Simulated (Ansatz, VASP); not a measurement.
**One calculation of Pb, two programs**

Contents of POSCAR:

```
Pb
1.0
    0.0193336300      2.4628699300      2.4528113600
    2.5028571400     -0.0067465600      2.4788915500
    2.4813249000      2.4674178800      0.0147856800
Pb
1
Direct
    0.0000000000      0.0000000000      0.0000000000
```

File INCAR.step1:

```
SYSTEM = Pb
  PREC = Accurate
  ENCUT = 520
  ISMEAR = -1
  SIGMA = 0.05
  LREAL = .FALSE.
  LASPH = .TRUE.
  NELM = 60
  NBANDS = 13
  GGA = PE
  ALGO = Normal
  EDIFF = 1E-4
  LWAVE = .TRUE.
  LCHARG = .FALSE.
```

INCAR.step2

```
SYSTEM = Pb
  PREC = Accurate
  ENCUT = 520
  EDIFF = 1E-6
  ISMEAR = -1
  SIGMA = 0.05
  LREAL = .FALSE.
  LASPH = .TRUE.
  NELM = 60
  ALGO = Normal
  ISIF = 2
  LWAVE = .FALSE.
  LCHARG = .FALSE.
  METAGGA = R2SCAN
  LMIXTAU = .TRUE.
  NBANDS = 13
  ISTART = 1
```

Contents of KPOINTS:

```
regular mesh
0
G
  9 9 9
  0 0 0
```

The input input.yaml:

```yaml
crystal:
  lattice:
    - [0.01933363, 2.46286993, 2.45281136]
    - [2.50285714, -0.00674656, 2.47889155]
    - [2.4813249, 2.46741788, 0.01478568]
  atoms:
    - { symbol: Pb, position: [0.0, 0.0, 0.0] }
hamiltonian:
  xc: r2scan
  pseudopotentials: { kind: paw }
kpoints:
  mp_grid: { grid: [9, 9, 9] }
  band_path:
    path:
      - [[0.0, -0.5, 0.0], [0.0, 0.0, 0.0], [0.5, 0.5, 0.5]]
      - [[0.5, 0.0, 0.5], [0.0, 0.0, 0.0], [-0.5, 0.0, 0.0]]
      - [[-0.5, -0.5, 0.0], [0.0, 0.0, 0.0], [0.0, 0.5, 0.5]]
      - [[0.0, 0.0, 0.5], [0.0, 0.0, 0.0]]
    npoints: 14
scf:
  occupations: { method: fermi_dirac, width: 0.05 }
  n_extra_bands: 6
output:
  forces: true
  stress: true
  eigenvalues: true
  fatbands: true
```

Alike in both runs: functional r2SCAN; k mesh 9 × 9 × 9; occupations fermi-dirac, width 0.05 eV; no spin polarisation.

```csv
,VASP,Ansatz
version,VASP 6.6.1,Ansatz 0.2.0
potentials or method,"VASP PAW PBE potentials, release 64 (Pb_d)",Ansatz PAW
plane-wave cutoff (eV),520,500
valence electrons in the cell,14,14
task,single point,band structure
```

|  | VASP | Ansatz | Ansatz less VASP |
| --- | --- | --- | --- |
| gap on the k mesh at the Fermi level (eV) | none | none | - |
| pressure (GPa) | 1.5 | 1.5 | +0.01 |
| traceless stress, the component that is largest in VASP (GPa) | -0.54 | -0.54 | +0.005 |

VASP's potentials were made for PBE, not for r2SCAN. A gap of «none» marks a metal or a gap that the smearing closes. The functional is the same, so the differences come from potentials, cutoffs and numerics.

Neither program's run includes spin-orbit coupling.
